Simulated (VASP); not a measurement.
# RbNa3Te2 (P-3m1) in VASP: a series of runs

Runs on RbNa3Te2. Level: PBE. Tasks: single point, relaxation of cell and atoms.

All numbers are computed with VASP 6.6.1; they aren't measurements. Logs are shortened: lines on timing, memory, paths and dates and some standing lists are left out, and cuts for length are marked.

## 1. The cell of the first run

Symmetry: P-3m1, No. 164, trigonal system. Conventional cell: a = 5.375 Å, b = 5.375 Å, c = 9.071 Å, α = 90.00°, β = 90.00°, γ = 120.00°. Within 5.4 Å of Rb (site symmetry -3m) lie 6 Te at 4.08 Å and 8 Na at 4.42 to 4.54 Å and 6 Rb at 5.38 Å. Within 4.2 Å of Na (site symmetry 3m) lie 4 Te at 3.14 to 3.28 Å and 6 Na at 3.40 to 4.16 Å. Within 4.6 Å of Na (site symmetry -3m) lie 6 Na at 3.40 Å and 6 Te at 3.63 Å and 2 Rb at 4.54 Å. Te (site symmetry 3m) has 7 Na at 3.14 to 3.63 Å and 3 Rb at 4.08 Å within 4.1 Å.

## 2. Single point, PBE (37.83 Å³/atom)

INCAR

```
SYSTEM = RbNa3Te2
PREC = Accurate ; ENCUT = 520
EDIFF = 1E-6 ; ISMEAR = 0
SIGMA = 0.02 ; LREAL = .FALSE.
LASPH = .TRUE. ; NELM = 100
ALGO = Normal ; ISIF = 2
LWAVE = .FALSE. ; LCHARG = .FALSE.
GGA = PE ; NBANDS = 30
```

KPOINTS

```
regular mesh
0
G
  6 6 4
  0 0 0
```

POSCAR

```
RbNa3Te2
1.0
    5.3754201825      0.0000000000      0.0000000000
   -2.6877100912      4.6552504341      0.0000000000
    0.0000000000      0.0000000000      9.0705057680
Rb Na Te
1 3 2
Direct
    0.0000000000      0.0000000000      0.0000000000
    0.3333333333      0.6666666667      0.3470812248
    0.6666666667      0.3333333333      0.6529187752
    0.0000000000      0.0000000000      0.5000000000
    0.3333333333      0.6666666667      0.7083814978
    0.6666666667      0.3333333333      0.2916185022
```

Potentials or basis: VASP PAW PBE potentials, release 64 (Rb_sv, Na_pv, Te).

Run with:

```
$ cat potpaw_PBE.64/Rb_sv/POTCAR potpaw_PBE.64/Na_pv/POTCAR potpaw_PBE.64/Te/POTCAR > POTCAR
$ mpirun -np 1 vasp_std > vasp.out
```

OUTCAR:

```text
SYSTEM = RbNa3Te2
   PREC = Accurate
   ENCUT = 520
   EDIFF = 1E-6
   ISMEAR = 0
   LREAL = .FALSE.
   LASPH = .TRUE.
   NELM = 100
   ISIF = 2
   GGA = PE

 ion  position               nearest neighbor table
   1  0.000  0.000  0.000-   5 4.08   6 4.08   6 4.08   5 4.08   6 4.08   5 4.08
   2  0.333  0.667  0.347-   6 3.14   6 3.14   6 3.14
   3  0.667  0.333  0.653-   5 3.14   5 3.14   5 3.14
   4  0.000  0.000  0.500-
   5  0.333  0.667  0.708-   3 3.14   3 3.14   3 3.14   1 4.08   1 4.08   1 4.08
   6  0.667  0.333  0.292-   2 3.14   2 3.14   2 3.14   1 4.08   1 4.08   1 4.08

  LATTYP: Found a hexagonal cell.
 ALAT       =     5.3754201825
 C/A-ratio  =     1.6874040466

  Lattice vectors:

 A1 = (   5.3754201825,   0.0000000000,   0.0000000000)
 A2 = (  -2.6877100912,   4.6552504341,   0.0000000000)
 A3 = (   0.0000000000,   0.0000000000,   9.0705057680)

Analysis of symmetry for initial positions (statically):
=====================================================================
 Subroutine PRICEL returns:
 Original cell was already a primitive cell.

 Routine SETGRP: Setting up the symmetry group for a
 hexagonal supercell.

 Subroutine GETGRP returns: Found 12 space group operations
 (whereof 12 operations were pure point group operations)
 out of a pool of 24 trial point group operations.

The static configuration has the point symmetry D_3d.

Analysis of symmetry for dynamics (positions and initial velocities):
=====================================================================
 Subroutine PRICEL returns:
 Original cell was already a primitive cell.

 Routine SETGRP: Setting up the symmetry group for a
 hexagonal supercell.

 Subroutine GETGRP returns: Found 12 space group operations
 (whereof 12 operations were pure point group operations)
 out of a pool of 24 trial point group operations.

The dynamic configuration has the point symmetry D_3d.

 Subroutine INISYM returns: Found 12 space group operations
 (whereof 12 operations are pure point group operations),
 and found     1 'primitive' translations

----------------------------------------------------------------------------------------

                                     Primitive cell

  volume of cell :     226.9797

  direct lattice vectors                    reciprocal lattice vectors
     5.375420183  0.000000000  0.000000000     0.186031969  0.107405607  0.000000000
    -2.687710091  4.655250434  0.000000000     0.000000000  0.214811215  0.000000000
     0.000000000  0.000000000  9.070505768     0.000000000  0.000000000  0.110247436

  length of vectors
     5.375420183  5.375420183  9.070505768     0.214811215  0.214811215  0.110247436

  position of ions in fractional coordinates (direct lattice)
     0.000000000  0.000000000  0.000000000
     0.333333333  0.666666667  0.347081225
     0.666666667  0.333333333  0.652918775
     0.000000000  0.000000000  0.500000000
     0.333333333  0.666666667  0.708381498
     0.666666667  0.333333333  0.291618502

  ion indices of the primitive-cell ions
   primitive index   ion index
                 1           1
                 2           2
                 3           3
                 4           4
                 5           5
                 6           6

----------------------------------------------------------------------------------------

 KPOINTS: regular mesh

Automatic generation of k-mesh.
 Grid dimensions read from file:
 generate k-points for:    6    6    4

 Generating k-lattice:

  Cartesian coordinates                     Fractional coordinates (reciprocal lattice)
     0.031005328  0.017900935  0.000000000     0.166666667  0.000000000  0.000000000
     0.000000000  0.035801869  0.000000000     0.000000000  0.166666667  0.000000000
     0.000000000  0.000000000  0.027561859     0.000000000  0.000000000  0.250000000

  Length of vectors
     0.035801869  0.035801869  0.027561859

  Shift w.r.t. Gamma in fractional coordinates (k-lattice)
     0.000000000  0.000000000  0.000000000

 Subroutine IBZKPT returns following result:
 ===========================================

 Found     24 irreducible k-points:

 Following reciprocal coordinates:
            Coordinates               Weight
  0.000000  0.000000  0.000000      1.000000
  0.166667  0.000000  0.000000      6.000000
  0.333333  0.000000  0.000000      6.000000
  0.500000  0.000000  0.000000      3.000000
  0.166667  0.166667  0.000000      6.000000
  0.333333  0.166667  0.000000     12.000000
[... 16 lines left out ...]
  0.333333  0.166667  0.500000     12.000000
  0.333333  0.333333  0.500000      2.000000
   k-points           NKPTS =     24   k-points in BZ     NKDIM =     24   number of bands    NBANDS=     30
   number of dos      NEDOS =    301   number of ions     NIONS =      6
   total plane-waves  NPLWV = 112000
   dimension x,y,z NGX =    40 NGY =   40 NGZ =   70
   dimension x,y,z NGXF=    80 NGYF=   80 NGZF=  140
   ions per type =               1   3   2
   NGX,Y,Z   is equivalent  to a cutoff of  12.37, 12.37, 12.83 a.u.
   NGXF,Y,Z  is equivalent  to a cutoff of  24.74, 24.74, 25.66 a.u.
 SYSTEM =  RbNa3Te2
   PREC   = accura    normal or accurate (medium, high low for compatibility)
   ISTART =      0    job   : 0-new  1-cont  2-samecut
   ICHARG =      2    charge: 1-file 2-atom 10-const
   ISPIN  =      1    spin polarized calculation?
   LNONCOLLINEAR =      F non collinear calculations
   LSORBIT =      F    spin-orbit coupling
   LASPH  =      T    aspherical Exc in radial PAW
   ENCUT  =  520.0 eV  38.22 Ry    6.18 a.u.   9.99  9.99 16.87*2*pi/ulx,y,z
   NELM   =    100;   NELMIN=  2; NELMDL= -5     # of ELM steps
   EDIFF  = 0.1E-05   stopping-criterion for ELM
   LREAL  =      F    real-space projection
   EDIFFG = 0.1E-04   stopping-criterion for IOM
   NSW    =      0    number of steps for IOM
   IBRION =     -1    ionic relax: 0-MD 1-quasi-New 2-CG
   NFREE  =      0    steps in history (QN), initial steepest desc. (CG)
   ISIF   =      2    stress and relaxation
   ISYM   =      2    0-nonsym 1-usesym 2-fastsym
   POTIM  = 0.5000    time-step for ionic-motion
   TEBEG  =    0.0;   TEEND  =   0.0 temperature during run
   PSTRESS=    0.0 pullay stress
   NELECT =      42.0000    total number of electrons
   NUPDOWN=      -1.0000    fix difference up-down
   EMIN   =  10.00;   EMAX   =-10.00  energy-range for DOS
   EFERMI =   0.00;   METHOD = LEGACY
   ISMEAR =     0;   SIGMA  =   0.02  broadening in eV -4-tet -1-fermi 0-gaus
   EFERMI_NEDOS =   21; number of points for ismear=-14 and -15
   IALGO  =     38    algorithm
   IMIX   =      4    mixing-type and parameters
     AMIX     =   0.40;   BMIX     =  1.00
     AMIX_MAG =   1.60;   BMIX_MAG =  1.00
  volume/ion in A,a.u.               =      37.83       255.29
  Fermi-wavevector in a.u.,A,eV,Ry     =   0.932887  1.762900 11.840847  0.870278
  Thomas-Fermi vector in A             =   2.059531
   LORBIT       =      0    0 simple, 1 ext, 2 COOP (PROOUT), +10 PAW based schemes
   GGA     = PE    functional components
   LHFCALC =     F    Hartree Fock is set to
   AEXX    =    0.0000 exact exchange contribution
   IVDW    =     0    specifies the selected vdW correction
   LEPSILON=     F    determine dielectric tensor
   LRPA    =     F    only Hartree local field effects (RPA)
 non-spin polarized calculation
 Gauss-broadening in eV      SIGMA  =   0.02
  energy-cutoff  :      520.00
  volume of cell :      226.98
 maximum number of plane-waves:      6144
   NGX = 19   NGY = 19   NGZ = 33

 number of electron      42.0000001 magnetization

 Free energy of the ion-electron system (eV)
  ---------------------------------------------------
  ext. energy  EPLUGINS =         0.00000000
  ---------------------------------------------------
  free energy    TOTEN  =       -16.70711785 eV

  energy without entropy =      -16.70711785  energy(sigma->0) =      -16.70711785

 E-fermi :   0.7434     XC(G=0):  -7.1698

 val. band max:        0.6518211358   @ k =   0.0000   0.0000   0.0000
 cond. band min:       2.1875342099   @ k =   0.0000   0.0000   0.0000
 fundamental gap:      1.5357130741
 Fermi energy:         0.7434073809

 k-point     1 :       0.0000    0.0000    0.0000
  band No.  band energies     occupation
      1     -26.1158      2.00000
      2     -23.3158      2.00000
      3     -23.3132      2.00000
      4     -23.3131      2.00000
      5     -22.5851      2.00000
      6     -22.5815      2.00000
[... 22 lines left out ...]
     29       6.0722      0.00000
     30       6.0722      0.00000

 k-point     2 :       0.1667    0.0000    0.0000
  band No.  band energies     occupation
      1     -26.1156      2.00000
      2     -23.3159      2.00000
      3     -23.3133      2.00000
      4     -23.3132      2.00000
      5     -22.5849      2.00000
      6     -22.5818      2.00000
[... 22 lines left out ...]
     29       5.9842      0.00000
     30       6.3654      0.00000

 k-point     3 :       0.3333    0.0000    0.0000
  band No.  band energies     occupation
      1     -26.1151      2.00000
      2     -23.3160      2.00000
      3     -23.3135      2.00000
      4     -23.3134      2.00000
      5     -22.5843      2.00000
      6     -22.5825      2.00000
[... 22 lines left out ...]
     29       6.7169      0.00000
     30       6.8272      0.00000

 k-point     4 :       0.5000    0.0000    0.0000
  band No.  band energies     occupation
      1     -26.1148      2.00000
      2     -23.3160      2.00000
      3     -23.3136      2.00000
      4     -23.3134      2.00000
      5     -22.5838      2.00000
      6     -22.5831      2.00000
[... 616 lines left out ...]
     29       6.2467      0.00000
     30       6.8514      0.00000

 k-point    23 :       0.3333    0.1667    0.5000
  band No.  band energies     occupation
      1     -26.1148      2.00000
      2     -23.3160      2.00000
      3     -23.3135      2.00000
      4     -23.3135      2.00000
      5     -22.5839      2.00000
      6     -22.5829      2.00000
[... 22 lines left out ...]
     29       6.4878      0.00000
     30       7.2911      0.00000

 k-point    24 :       0.3333    0.3333    0.5000
  band No.  band energies     occupation
      1     -26.1147      2.00000
      2     -23.3160      2.00000
      3     -23.3136      2.00000
      4     -23.3135      2.00000
      5     -22.5834      2.00000
      6     -22.5834      2.00000
[... 22 lines left out ...]
     29       6.3117      0.00000
     30       6.8009      0.00000

------------------------ aborting loop because EDIFF is reached ----------------------------------------

  FORCE on cell =-STRESS in cart. coord.  units (eV):
  Direction    XX          YY          ZZ          XY          YZ          ZX
  --------------------------------------------------------------------------------------
  -------------------------------------------------------------------------------------
  Total       -1.6310518     -1.6310518     -1.6032160     -0.0000000      0.0000000     -0.0000000
  in kB      -11.5130757    -11.5130757    -11.3165919     -0.0000000      0.0000000     -0.0000000
  external PRESSURE =     -11.4475811 kB  Pullay stress =       0.0000000 kB

 VOLUME and BASIS-vectors are now :
 -----------------------------------------------------------------------------
  energy-cutoff  :      520.00
  volume of cell :      226.98
      direct lattice vectors                 reciprocal lattice vectors
     5.375420183  0.000000000  0.000000000     0.186031969  0.107405607  0.000000000
    -2.687710091  4.655250434  0.000000000     0.000000000  0.214811215  0.000000000
     0.000000000  0.000000000  9.070505768     0.000000000  0.000000000  0.110247436

 POSITION                                       TOTAL-FORCE (eV/Angst)
 -----------------------------------------------------------------------------------
      0.00000      0.00000      0.00000        -0.000000      0.000000      0.000000
     -0.00000      3.10350      3.14820         0.000000      0.000000      0.003630
      2.68771      1.55175      5.92230        -0.000000      0.000000     -0.003630
      0.00000      0.00000      4.53525        -0.000000      0.000000      0.000000
     -0.00000      3.10350      6.42538         0.000000     -0.000000      0.008159
      2.68771      1.55175      2.64513        -0.000000      0.000000     -0.008159
 -----------------------------------------------------------------------------------
    total drift:                                0.000000     -0.000000      0.000000

  FREE ENERGIE OF THE ION-ELECTRON SYSTEM (eV)
  ---------------------------------------------------
  free  energy   TOTEN  =       -16.7071178455 eV

  energy  without entropy=      -16.7071178455  energy(sigma->0) =      -16.70711785
```

It took 3.1 min on 1 thread of Intel Xeon Platinum 8259CL at 2.50GHz (Skylake/Cascade Lake), shared host; peak memory 0.4 GiB.

What came out:

```yaml
Free_energy: -16.7071 eV
Pressure: -1.1 GPa
Largest_force: 0.008 eV/Å
Band_gap_on_the_k_mesh: 1.54 eV
```

Forces in eV/Å, atoms in the order of the input:
```
Rb   0.000  0.000  0.000
Na   0.000  0.000  0.004
Na   0.000  0.000 -0.004
Na   0.000  0.000  0.000
Te   0.000  0.000  0.008
Te   0.000  0.000 -0.008
```

Levels at points of the mesh, in eV from the valence-band top:
```csv
k point,band 19,band 20,band 21,band 22,band 23,band 24
"(0.00, 0.00, 0.00)",-0.16,-0.16,0.00,1.54,3.04,4.07
"(0.50, 0.00, 0.00)",-0.65,-0.39,-0.36,2.65,3.49,4.14
"(0.00, 0.00, 0.50)",-0.38,-0.23,-0.23,2.45,2.78,3.91
"(0.50, 0.00, 0.50)",-0.58,-0.33,-0.25,2.79,3.33,3.61
```

Caveat: spin-orbit coupling is left out, which moves the levels of the heavy elements. A k mesh can miss the band edges.

## 3. Relaxation of cell and atoms, PBE

This run uses another cell than the first one, of 29.53 Å³/atom.

INCAR

```
PREC = Accurate ; ENCUT = 600
EDIFF = 1E-6 ; ISMEAR = 0
SIGMA = 0.1 ; LREAL = F
LASPH = T ; NELM = 60
ALGO = Normal ; ISIF = 3
LWAVE = F ; LCHARG = F
GGA = PE ; IBRION = 2
NSW = 90 ; EDIFFG = -0.04
```

KPOINTS

```
Automatic mesh
0
Gamma
  6 6 2
```

POSCAR

```
RbNa3Te2
1.0
    4.3610627200      0.0000000000      0.0000000000
   -2.1805313600      3.7767911000      0.0000000000
    0.0000000000      0.0000000000     10.7581472100
Rb Na Te
1 3 2
Direct
    0.0000000000      0.0000000000      0.0000000000
    0.3333333300      0.6666666700      0.1657571800
    0.6666666700      0.3333333300      0.8342428200
    0.0000000000      0.0000000000      0.5000000000
    0.3333333300      0.6666666700      0.6686666600
    0.6666666700      0.3333333300      0.3313333400
```

Potentials or basis: VASP PAW PBE potentials, release 64 (Rb_sv, Na_pv, Te).

Run with:

```
$ cat potpaw_PBE.64/Rb_sv/POTCAR potpaw_PBE.64/Na_pv/POTCAR potpaw_PBE.64/Te/POTCAR > POTCAR
$ mpirun -np 1 vasp_std > vasp.out
```

Run time: 29 min. Hardware: 1 thread of Intel Xeon Platinum 8259CL at 2.50GHz (Skylake/Cascade Lake), shared host; peak memory 0.4 GiB.

It converged, with:

```yaml
Free_energy: -16.7777 eV
Relaxed_volume: 34.38 Å³/atom
Relaxed_cell: a = 5.255 Å, b = 5.255 Å, c = 8.628 Å, α = 90.00°, β = 90.00°, γ = 120.00°
Space_group_after_relaxing_to_0.1_Å: P-3m1 (No. 164)
Energy_gained_by_relaxing: 701.4 meV/atom
Ionic_steps: 26
Pressure_after_relaxing: 0.0 GPa
Largest_force_after_relaxing: 0.027 eV/Å
Band_gap_on_the_k_mesh: 1.67 eV
```

Forces on the atoms (eV/Å):
```
Rb   0.000  0.000  0.000
Na   0.000  0.000  0.027
Na   0.000  0.000 -0.027
Na   0.000  0.000  0.000
Te   0.000  0.000  0.016
Te   0.000  0.000 -0.016
```

The path:
```csv
step,energy change (eV),largest force (eV/Å),pressure (GPa),volume (Å³)
1,0.0000,1.4908,3.76,177.20
2,-0.9604,1.4108,1.33,195.34
3,-2.3047,1.0574,-2.24,254.05
4,-3.0910,0.7659,-2.01,238.48
5,-3.7881,0.2494,-1.08,206.34
6,-3.8163,0.1990,-0.70,198.82
7,-3.8577,0.2126,0.36,190.07
8,-3.8577,0.2127,0.35,190.11
9,-3.8803,0.2214,0.29,192.04
10,-3.9336,0.2431,0.19,197.57
11,-3.9626,0.2254,0.20,207.51
12,-3.9685,0.2426,0.17,203.63
13,-4.0006,0.2374,-0.35,209.27
14,-4.0140,0.2287,-0.88,216.13
15,-4.0274,0.2253,-0.88,216.01
16,-4.0668,0.2153,-0.86,215.66
17,-4.1378,0.1740,-0.81,214.97
18,-4.1737,0.1701,-0.39,213.56
19,-4.1853,0.0738,-0.74,214.24
20,-4.1897,0.0430,-0.61,214.04
21,-4.2061,0.0565,-0.08,207.83
22,-4.2066,0.0577,-0.06,207.10
23,-4.2065,0.0610,0.07,205.65
24,-4.2067,0.0587,-0.01,206.52
25,-4.2074,0.0476,0.00,206.46
26,-4.2086,0.0267,-0.01,206.29
```

Final structure:
```
Rb Na Te
1.0
     5.25452    0.00000    0.00000
    -2.62726    4.55054    0.00000
     0.00000    0.00000    8.62753
Rb Na Te
1 3 2
Direct
  0.00000 0.00000 0.00000
  0.33333 0.66667 0.33744
  0.66667 0.33333 0.66256
  0.00000 0.00000 0.50000
  0.33333 0.66667 0.71524
  0.66667 0.33333 0.28476
```

Levels at points of the mesh, in eV from the valence-band top:
```tsv
k point	band 17	band 18	band 19	band 20	band 21	band 22	band 23	band 24	band 25
(0.00, 0.00, 0.00)	-0.59	-0.59	-0.26	-0.26	0.00	1.67	3.11	4.19	4.93
(0.50, 0.00, 0.00)	-1.62	-0.90	-0.79	-0.52	-0.50	2.59	3.61	4.30	5.00
(0.00, 0.00, 0.50)	-0.78	-0.50	-0.50	-0.38	-0.38	2.67	2.88	4.21	4.45
(0.50, 0.00, 0.50)	-1.87	-0.94	-0.70	-0.45	-0.32	2.83	3.40	3.62	4.51
```

Caveat: the volume moved by over 15 % at a fixed basis, so the end points are rough; spin-orbit coupling is left out, which moves the levels of the heavy elements.
